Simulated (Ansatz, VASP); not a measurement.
## One calculation of Al, two programs

Contents of INCAR:

```
SYSTEM = Al
  PREC = Accurate
  ENCUT = 520
  EDIFF = 1E-7
  ISMEAR = -1
  SIGMA = 0.1
  LREAL = .FALSE.
  LASPH = .TRUE.
  NELM = 100
  ALGO = Normal
  ISIF = 2
  LWAVE = .FALSE.
  LCHARG = .FALSE.
  GGA = RE
  NBANDS = 10
```

The input KPOINTS:

```
regular mesh
0
G
  14 14 8
  0 0 0
```

The input POSCAR:

```
Al
1.0
    3.0039826798      0.0000000000      0.0000000000
   -1.5019913399      2.6015253132      0.0000000000
    0.0000000000      0.0000000000      4.8325426746
Al
2
Direct
    0.3333333333      0.6666666667      0.2500000000
    0.6666666667      0.3333333333      0.7500000000
```

Input for Ansatz:

```yaml
crystal:
  lattice:
    - [3.0039826798, 0.0, 0.0]
    - [-1.5019913399, 2.6015253132, 0.0]
    - [0.0, 0.0, 4.8325426746]
  atoms:
    - { symbol: Al, position: [0.3333333333, 0.6666666667, 0.25] }
    - { symbol: Al, position: [0.6666666667, 0.3333333333, 0.75] }
hamiltonian:
  xc: revpbe
  pseudopotentials:
    kind: paw
    azcp:
      Al: "pseudopotentials/Al.paw.azcp"
basis:
  ecutwfc: 420
  fft_grid_basis: typed
kpoints:
  mp_grid: { grid: [14, 14, 8], shift: [0, 0, 0] }
magnetization:
  spin_polarized: false
scf:
  occupations: { method: fermi_dirac, width: 0.1 }
  lower_state_search: "off"
output:
  stress: true
  write_density: true
  write_potential: true
  elf: true
  volumetric_format: npy
```

Alike in both runs: task single point; functional revPBE; k mesh 14 × 14 × 8; occupations fermi-dirac, width 0.1 eV; no spin polarisation.

|  | VASP | Ansatz |
| --- | --- | --- |
| version | VASP 6.6.1 | Ansatz 0.2.0 |
| potentials or method | VASP PAW PBE potentials, release 64 (Al), cutoff 520 eV | plane waves (420 eV) with PAW, scalar-relativistic |
| valence electrons in the cell | 6 | 6 |

Ansatz gave:

| Quantity | Value |
| --- | --- |
| pressure (GPa) | -6.3 |
| traceless stress, the component that is largest in VASP (GPa) | 0.75 |

Q: Estimate VASP's values.

A: Pressure (GPa): -6.5; traceless stress, the component that is largest in VASP (GPa): 0.75.

VASP's potentials were made for PBE, not for revPBE.
